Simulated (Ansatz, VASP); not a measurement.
Two plane-wave programs on BaTe

Contents of INCAR:

```
SYSTEM = BaTe
PREC     = Accurate       ! precision mode
ENCUT    = 500            ! plane-wave cutoff, eV
EDIFF    = 1E-6           ! SCF threshold, eV
ISMEAR   = 0              ! smearing method
SIGMA    = 0.1            ! smearing width, eV
LREAL    = .FALSE.        ! projectors in reciprocal space
LASPH    = .TRUE.         ! aspherical terms in the spheres
NELM     = 120            ! most SCF steps
ALGO     = Normal         ! electronic algorithm
ISIF     = 2              ! what is computed and relaxed
LWAVE    = .FALSE.        ! write WAVECAR
LCHARG   = .FALSE.        ! write CHGCAR
GGA      = PS             ! functional
NBANDS   = 15             ! bands
GGA_COMPAT= .FALSE.
```

File KPOINTS:

```
regular mesh
0
G
  6 6 6
  0 0 0
```

The input POSCAR:

```
BaTe
1.0
    0.0000000000      3.3225186066      3.3225186066
    3.3225186066      0.0000000000      3.3225186066
    3.3225186066      3.3225186066      0.0000000000
Ba Te
1 1
Direct
    0.0000000000      0.0000000000      0.0000000000
    0.5000000000      0.5000000000      0.5000000000
```

Input for Ansatz:

```yaml
crystal:
  lattice:
    - [0.0, 3.3225186066, 3.3225186066]
    - [3.3225186066, 0.0, 3.3225186066]
    - [3.3225186066, 3.3225186066, 0.0]
  atoms:
    - { symbol: Ba, position: [0.0, 0.0, 0.0] }
    - { symbol: Te, position: [0.5, 0.5, 0.5] }
basis:
  ecutwfc: 420
kpoints:
  mp_grid: { grid: [6, 6, 6] }
hamiltonian:
  xc: pbesol
scf:
  occupations: { method: gaussian, width: 0.1 }
output:
  forces: true
  stress: true
  eigenvalues: true
```

Alike in both runs: task single point; functional PBEsol; k mesh 6 × 6 × 6; occupations gaussian, width 0.1 eV; no spin polarisation.

|  | VASP | Ansatz |
| --- | --- | --- |
| version | VASP 6.6.1 | Ansatz 0.2.0 |
| potentials or method | VASP PAW PBE potentials, release 64 (Ba_sv, Te), cutoff 500 eV | scalar-relativistic, plane waves, PAW |
| valence electrons in the cell | 16 | 26 |

VASP gave:

```
gap on the k mesh at the Fermi level (eV) : 1.01
least direct gap on the mesh (eV)         : 1.37
pressure (GPa)                            : 6.2
```

Problem. Estimate Ansatz's values.

Solution. gap on the k mesh at the Fermi level (eV): 1.13; least direct gap on the mesh (eV): 1.45; pressure (GPa): 5.6.

VASP's potentials were made for PBE, not for PBEsol. VASP's potentials hold 16 valence electrons a cell and Ansatz's 26, so a difference there can come from the potentials and not from the codes.

Spin-orbit coupling is off throughout.
